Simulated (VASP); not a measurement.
The system is GaSb2.

```
Ga Sb
1.0
     3.33343    0.00000    0.00000
    -1.66672    2.88684    0.00000
     0.00000    0.00000    8.42719
Ga Sb
1 2
Direct
  0.00000 0.00000 0.50000
  0.00000 0.00000 0.83529
  0.00000 0.00000 0.16471
```

The cell was built from a structure type or drawn by symmetry, and may not be a known phase.

* Program: VASP 6.6.1
* Task: relaxation of cell and atoms
* Functional: PBE
* Potentials or basis: VASP PAW PBE potentials, release 64 (Ga_d, Sb)
* Cutoff: 600 eV
* k mesh: 6 × 6 × 2
* Occupations: gaussian, width 0.1 eV
* Spin: no spin polarisation

At the start: pressure 0.2 GPa; volume 27.03 Å³/atom.

Where does the relaxation end?

Over 16 steps the energy falls by 95.3 meV/atom and the volume is 27.52 Å³/atom (+1.8 %); space group P6/mmm (No. 191, to 0.1 Å) before and after.

The path:
| step | energy change (eV) | largest force (eV/Å) | pressure (GPa) | volume (Å³) |
| --- | --- | --- | --- | --- |
| 1 | 0.0000 | 1.3688 | 0.23 | 81.10 |
| 2 | -0.1786 | 0.5388 | -0.27 | 81.09 |
| 3 | -0.2670 | 0.1804 | -0.70 | 81.20 |
| 4 | -0.2670 | 0.1625 | -0.68 | 81.20 |
| 5 | -0.2722 | 0.1237 | 0.07 | 79.97 |
| 6 | -0.2723 | 0.1166 | 0.19 | 79.79 |
| 7 | -0.2739 | 0.0929 | 0.26 | 79.91 |
| 8 | -0.2767 | 0.0054 | 0.47 | 80.26 |
| 9 | -0.2773 | 0.0060 | 0.45 | 80.35 |
| 10 | -0.2790 | 0.0116 | 0.45 | 80.63 |
| 11 | -0.2818 | 0.0307 | 0.40 | 81.18 |
| 12 | -0.2847 | 0.0720 | 0.21 | 82.28 |
| 13 | -0.2848 | 0.0909 | 0.13 | 82.61 |
| 14 | -0.2848 | 0.0846 | 0.15 | 82.50 |
| 15 | -0.2856 | 0.0328 | 0.07 | 82.53 |
| 16 | -0.2858 | 0.0016 | 0.02 | 82.56 |

Final structure:
```yaml
crystal:
  lattice:
    - [3.23549, 0.00000, 0.00000]
    - [-1.61775, 2.80202, 0.00000]
    - [0.00000, 0.00000, 9.10612]
  atoms:
    - { symbol: Ga, position: [0.00000, 0.00000, 0.50000] }
    - { symbol: Sb, position: [0.00000, 0.00000, 0.83881] }
    - { symbol: Sb, position: [0.00000, 0.00000, 0.16119] }
```

Caveat: the k points lie up to 0.37 Å⁻¹ apart in the final cell, too coarse for converged energies and pressures of a metal.
